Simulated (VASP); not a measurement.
# PbO5 (F-43m) in VASP: single point with PBE

Aim: the single point of PbO5 with PBE.

All numbers are computed with VASP 6.6.1; they aren't measurements. Logs are shortened: lines on timing, memory, paths and dates and some standing lists are left out, and cuts for length are marked.

### Step 1. The cell of the first run

It takes space group F-43m (No. 216, cubic). Conventional cell: a = 6.801 Å, b = 6.801 Å, c = 6.801 Å, α = 90.00°, β = 90.00°, γ = 90.00°. Within 3.7 Å of Pb (site symmetry -43m) lie 18 O at 2.79 to 3.40 Å. Within 2.2 Å of O (site symmetry -43m) lie 4 O at 1.67 Å. O (site symmetry 3m) has 4 O at 1.67 to 2.08 Å within 2.2 Å.

### Step 2. Single point, PBE

File INCAR:

```
ALGO = Normal
EDIFF = 1E-6
ENCUT = 600
GGA = PE
GGA_COMPAT = F
ISIF = 2
ISMEAR = 0
LASPH = T
LCHARG = F
LREAL = F
LWAVE = F
NBANDS = 31
NELM = 120
PREC = Accurate
SIGMA = 0.1
```

File KPOINTS:

```
k-points
0
Gamma
  4 4 4
```

File POSCAR:

```
PbO5
1.0
    0.0000000000      3.4004540500      3.4004540500
    3.4004540500      0.0000000000      3.4004540500
    3.4004540500      3.4004540500      0.0000000000
Pb O
1 5
Direct
    0.7500000000      0.7500000000      0.7500000000
    0.2500000000      0.2500000000      0.2500000000
    0.3917809800      0.3917809800      0.3917809800
    0.3917809800      0.3917809800      0.8246570500
    0.3917809800      0.8246570500      0.3917809800
    0.8246570500      0.3917809800      0.3917809800
```

Potentials or basis: VASP PAW PBE potentials, release 64 (Pb_d, O).

Command:

```sh
cat potpaw_PBE.64/Pb_d/POTCAR potpaw_PBE.64/O/POTCAR > POTCAR
mpirun -np 1 vasp_std > vasp.out
```

OUTCAR:

```text
EDIFF = 1E-6
   ENCUT = 600
   GGA = PE
   ISIF = 2
   ISMEAR = 0
   LASPH = T
   LREAL = F
   NELM = 120
   PREC = Accurate

 ion  position               nearest neighbor table
   1  0.750  0.750  0.750-   4 2.79   5 2.79   4 2.79   6 2.79   5 2.79   6 2.79   3 2.79   3 2.79
                             3 2.79   4 2.79   5 2.79   6 2.79
   2  0.250  0.250  0.250-   3 1.67   4 1.67   5 1.67   6 1.67
   3  0.392  0.392  0.392-   2 1.67   1 2.79   1 2.79   1 2.79
   4  0.392  0.392  0.825-   2 1.67   1 2.79   1 2.79   1 2.79
   5  0.392  0.825  0.392-   2 1.67   1 2.79   1 2.79   1 2.79
   6  0.825  0.392  0.392-   2 1.67   1 2.79   1 2.79   1 2.79

  LATTYP: Found a face centered cubic cell.
 ALAT       =     6.8009081000

  Lattice vectors:

 A1 = (   0.0000000000,   3.4004540500,   3.4004540500)
 A2 = (   3.4004540500,   0.0000000000,   3.4004540500)
 A3 = (   3.4004540500,   3.4004540500,   0.0000000000)

Analysis of symmetry for initial positions (statically):
=====================================================================
 Subroutine PRICEL returns:
 Original cell was already a primitive cell.

 Routine SETGRP: Setting up the symmetry group for a
 face centered cubic supercell.

 Subroutine GETGRP returns: Found 24 space group operations
 (whereof 24 operations were pure point group operations)
 out of a pool of 48 trial point group operations.

The static configuration has the point symmetry T_d .

Analysis of symmetry for dynamics (positions and initial velocities):
=====================================================================
 Subroutine PRICEL returns:
 Original cell was already a primitive cell.

 Routine SETGRP: Setting up the symmetry group for a
 face centered cubic supercell.

 Subroutine GETGRP returns: Found 24 space group operations
 (whereof 24 operations were pure point group operations)
 out of a pool of 48 trial point group operations.

The dynamic configuration has the point symmetry T_d .

 Subroutine INISYM returns: Found 24 space group operations
 (whereof 24 operations are pure point group operations),
 and found     1 'primitive' translations

----------------------------------------------------------------------------------------

                                     Primitive cell

  volume of cell :      78.6395

  direct lattice vectors                    reciprocal lattice vectors
     0.000000000  3.400454050  3.400454050    -0.147039187  0.147039187  0.147039187
     3.400454050  0.000000000  3.400454050     0.147039187 -0.147039187  0.147039187
     3.400454050  3.400454050  0.000000000     0.147039187  0.147039187 -0.147039187

  length of vectors
     4.808968236  4.808968236  4.808968236     0.254679343  0.254679343  0.254679343

  position of ions in fractional coordinates (direct lattice)
     0.750000000  0.750000000  0.750000000
     0.250000000  0.250000000  0.250000000
     0.391780980  0.391780980  0.391780980
     0.391780980  0.391780980  0.824657050
     0.391780980  0.824657050  0.391780980
     0.824657050  0.391780980  0.391780980

  ion indices of the primitive-cell ions
   primitive index   ion index
                 1           1
                 2           2
                 3           3
                 4           4
                 5           5
                 6           6

----------------------------------------------------------------------------------------

 KPOINTS: k-points

Automatic generation of k-mesh.
 Grid dimensions read from file:
 generate k-points for:    4    4    4

 Generating k-lattice:

  Cartesian coordinates                     Fractional coordinates (reciprocal lattice)
    -0.036759797  0.036759797  0.036759797     0.250000000  0.000000000  0.000000000
     0.036759797 -0.036759797  0.036759797     0.000000000  0.250000000  0.000000000
     0.036759797  0.036759797 -0.036759797     0.000000000  0.000000000  0.250000000

  Length of vectors
     0.063669836  0.063669836  0.063669836

  Shift w.r.t. Gamma in fractional coordinates (k-lattice)
     0.000000000  0.000000000  0.000000000

 Subroutine IBZKPT returns following result:
 ===========================================

 Found      8 irreducible k-points:

 Following reciprocal coordinates:
            Coordinates               Weight
  0.000000  0.000000  0.000000      1.000000
  0.250000  0.000000  0.000000      8.000000
  0.500000  0.000000  0.000000      4.000000
  0.250000  0.250000  0.000000      6.000000
  0.500000  0.250000  0.000000     24.000000
 -0.250000  0.250000  0.000000     12.000000
  0.500000  0.500000  0.000000      3.000000
 -0.250000  0.500000  0.250000      6.000000
   k-points           NKPTS =      8   k-points in BZ     NKDIM =      8   number of bands    NBANDS=     31
   number of dos      NEDOS =    301   number of ions     NIONS =      6
   total plane-waves  NPLWV =  64000
   dimension x,y,z NGX =    40 NGY =   40 NGZ =   40
   dimension x,y,z NGXF=    80 NGYF=   80 NGZF=   80
   ions per type =               1   5
   NGX,Y,Z   is equivalent  to a cutoff of  13.83, 13.83, 13.83 a.u.
   NGXF,Y,Z  is equivalent  to a cutoff of  27.66, 27.66, 27.66 a.u.
 SYSTEM =  unknown system
   PREC   = accura    normal or accurate (medium, high low for compatibility)
   ISTART =      0    job   : 0-new  1-cont  2-samecut
   ICHARG =      2    charge: 1-file 2-atom 10-const
   ISPIN  =      1    spin polarized calculation?
   LNONCOLLINEAR =      F non collinear calculations
   LSORBIT =      F    spin-orbit coupling
   LASPH  =      T    aspherical Exc in radial PAW
   ENCUT  =  600.0 eV  44.10 Ry    6.64 a.u.   9.60  9.60  9.60*2*pi/ulx,y,z
   NELM   =    120;   NELMIN=  2; NELMDL= -5     # of ELM steps
   EDIFF  = 0.1E-05   stopping-criterion for ELM
   LREAL  =      F    real-space projection
   EDIFFG = 0.1E-04   stopping-criterion for IOM
   NSW    =      0    number of steps for IOM
   IBRION =     -1    ionic relax: 0-MD 1-quasi-New 2-CG
   NFREE  =      0    steps in history (QN), initial steepest desc. (CG)
   ISIF   =      2    stress and relaxation
   ISYM   =      2    0-nonsym 1-usesym 2-fastsym
   POTIM  = 0.5000    time-step for ionic-motion
   TEBEG  =    0.0;   TEEND  =   0.0 temperature during run
   PSTRESS=    0.0 pullay stress
   NELECT =      44.0000    total number of electrons
   NUPDOWN=      -1.0000    fix difference up-down
   EMIN   =  10.00;   EMAX   =-10.00  energy-range for DOS
   EFERMI =   0.00;   METHOD = LEGACY
   ISMEAR =     0;   SIGMA  =   0.10  broadening in eV -4-tet -1-fermi 0-gaus
   EFERMI_NEDOS =   21; number of points for ismear=-14 and -15
   IALGO  =     38    algorithm
   IMIX   =      4    mixing-type and parameters
     AMIX     =   0.40;   BMIX     =  1.00
     AMIX_MAG =   1.60;   BMIX_MAG =  1.00
  volume/ion in A,a.u.               =      13.11        88.45
  Fermi-wavevector in a.u.,A,eV,Ry     =   1.349001  2.549242 24.759918  1.819803
  Thomas-Fermi vector in A             =   2.476623
   LORBIT       =      0    0 simple, 1 ext, 2 COOP (PROOUT), +10 PAW based schemes
   GGA     = PE    functional components
   LHFCALC =     F    Hartree Fock is set to
   AEXX    =    0.0000 exact exchange contribution
   IVDW    =     0    specifies the selected vdW correction
   LEPSILON=     F    determine dielectric tensor
   LRPA    =     F    only Hartree local field effects (RPA)
 non-spin polarized calculation
 Gauss-broadening in eV      SIGMA  =   0.10
  energy-cutoff  :      600.00
  volume of cell :       78.64
 maximum number of plane-waves:      2685
 NGX is ok and might be reduce to    40
   NGX = 19   NGY = 19   NGZ = 19

 number of electron      44.0000004 magnetization

 Free energy of the ion-electron system (eV)
  ---------------------------------------------------
  ext. energy  EPLUGINS =         0.00000000
  ---------------------------------------------------
  free energy    TOTEN  =       -23.75153181 eV

  energy without entropy =      -23.72961176  energy(sigma->0) =      -23.74057179

 E-fermi :   3.1361     XC(G=0):  -9.9692

 val. band max:        3.0849047661   @ k =  -0.2500   0.2500   0.0000
 cond. band min:       3.2362608248   @ k =   0.0000   0.0000   0.0000
 fundamental gap:      0.1513560587
 Fermi energy:         3.1361261077

 k-point     1 :       0.0000    0.0000    0.0000
  band No.  band energies     occupation
      1     -19.5030      2.00000
      2     -13.8626      2.00000
      3     -13.8626      2.00000
      4     -13.8626      2.00000
      5     -13.7569      2.00000
      6     -12.8814      2.00000
[... 23 lines left out ...]
     30      11.5254      0.00000
     31      16.0604      0.00000

 k-point     2 :       0.2500    0.0000    0.0000
  band No.  band energies     occupation
      1     -19.3735      2.00000
      2     -15.2033      2.00000
      3     -13.8978      2.00000
      4     -13.8978      2.00000
      5     -12.8819      2.00000
      6     -12.8819      2.00000
[... 23 lines left out ...]
     30      12.5547      0.00000
     31      15.8194      0.00000

 k-point     3 :       0.5000    0.0000    0.0000
  band No.  band energies     occupation
      1     -19.2233      2.00000
      2     -15.8084      2.00000
      3     -13.9321      2.00000
      4     -13.9321      2.00000
      5     -12.8735      2.00000
      6     -12.8735      2.00000
[... 23 lines left out ...]
     30      11.9534      0.00000
     31      16.1412      0.00000

 k-point     4 :       0.2500    0.2500    0.0000
  band No.  band energies     occupation
      1     -19.3295      2.00000
      2     -15.4164      2.00000
      3     -13.8635      2.00000
      4     -13.8635      2.00000
      5     -12.9260      2.00000
      6     -12.8757      2.00000
[... 23 lines left out ...]
     30      13.0317      0.00000
     31      15.5482      0.00000

 k-point     5 :       0.5000    0.2500    0.0000
  band No.  band energies     occupation
      1     -19.1757      2.00000
      2     -15.9557      2.00000
      3     -13.8976      2.00000
      4     -13.8972      2.00000
      5     -12.8885      2.00000
      6     -12.8718      2.00000
[... 23 lines left out ...]
     30      12.7182      0.00000
     31      15.6119      0.00000

 k-point     6 :      -0.2500    0.2500    0.0000
  band No.  band energies     occupation
      1     -19.2275      2.00000
      2     -15.7908      2.00000
      3     -13.9291      2.00000
      4     -13.8877      2.00000
      5     -12.8814      2.00000
      6     -12.8812      2.00000
[... 23 lines left out ...]
     30      12.7738      0.00000
     31      15.5012      0.00000

 k-point     7 :       0.5000    0.5000    0.0000
  band No.  band energies     occupation
      1     -19.1243      2.00000
      2     -16.1080      2.00000
      3     -13.8589      2.00000
      4     -13.8589      2.00000
      5     -12.9080      2.00000
      6     -12.8701      2.00000
[... 23 lines left out ...]
     30      12.7761      0.00000
     31      14.7185      0.00000

 k-point     8 :      -0.2500    0.5000    0.2500
  band No.  band energies     occupation
      1     -19.1209      2.00000
      2     -16.1081      2.00000
      3     -13.9291      2.00000
      4     -13.8598      2.00000
      5     -12.9034      2.00000
      6     -12.8742      2.00000
[... 23 lines left out ...]
     30      12.8893      0.00000
     31      15.7633      0.00000

------------------------ aborting loop because EDIFF is reached ----------------------------------------

  FORCE on cell =-STRESS in cart. coord.  units (eV):
  Direction    XX          YY          ZZ          XY          YZ          ZX
  --------------------------------------------------------------------------------------
  -------------------------------------------------------------------------------------
  Total        2.4611623      2.4611623      2.4611623      0.0000000      0.0000000     -0.0000000
  in kB       50.1429762     50.1429762     50.1429762      0.0000000      0.0000000     -0.0000000
  external PRESSURE =      50.1429762 kB  Pullay stress =       0.0000000 kB

 VOLUME and BASIS-vectors are now :
 -----------------------------------------------------------------------------
  energy-cutoff  :      600.00
  volume of cell :       78.64
      direct lattice vectors                 reciprocal lattice vectors
     0.000000000  3.400454050  3.400454050    -0.147039187  0.147039187  0.147039187
     3.400454050  0.000000000  3.400454050     0.147039187 -0.147039187  0.147039187
     3.400454050  3.400454050  0.000000000     0.147039187  0.147039187 -0.147039187

 POSITION                                       TOTAL-FORCE (eV/Angst)
 -----------------------------------------------------------------------------------
      5.10068      5.10068      5.10068         0.000000      0.000000      0.000000
      1.70023      1.70023      1.70023         0.000000      0.000000      0.000000
      2.66447      2.66447      2.66447        -1.530667     -1.530667     -1.530667
      4.13644      4.13644      2.66447         1.530667      1.530667     -1.530667
      4.13644      2.66447      4.13644         1.530667     -1.530667      1.530667
      2.66447      4.13644      4.13644        -1.530667      1.530667      1.530667
 -----------------------------------------------------------------------------------
    total drift:                                0.000082      0.000082      0.000082

  FREE ENERGIE OF THE ION-ELECTRON SYSTEM (eV)
  ---------------------------------------------------
  free  energy   TOTEN  =       -23.7515318137 eV

  energy  without entropy=      -23.7296117585  energy(sigma->0) =      -23.74057179
```

Run time: 29 s. Hardware: 1 thread of Intel Xeon Platinum 8488C (Sapphire Rapids), shared host; peak memory 0.24 GiB.

Results:

* Free energy: -23.7515 eV
* Pressure: 5.0 GPa
* Largest force: 2.651 eV/Å
* Band gap on the k mesh: zero (band 22 reaches 3.24 eV, above the bottom of band 23 at 3.01 eV)

Forces on the atoms (eV/Å):
```
Pb   0.000  0.000  0.000
O    0.000  0.000  0.000
O   -1.531 -1.531 -1.531
O    1.531  1.531 -1.531
O    1.531 -1.531  1.531
O   -1.531  1.531  1.531
```

Caveat: the k points lie up to 0.40 Å⁻¹ apart; spin-orbit coupling is left out, which moves the levels of the heavy elements; forces of over 1 eV/Å act on the atoms, so gaps and moduli don't describe the material at rest.
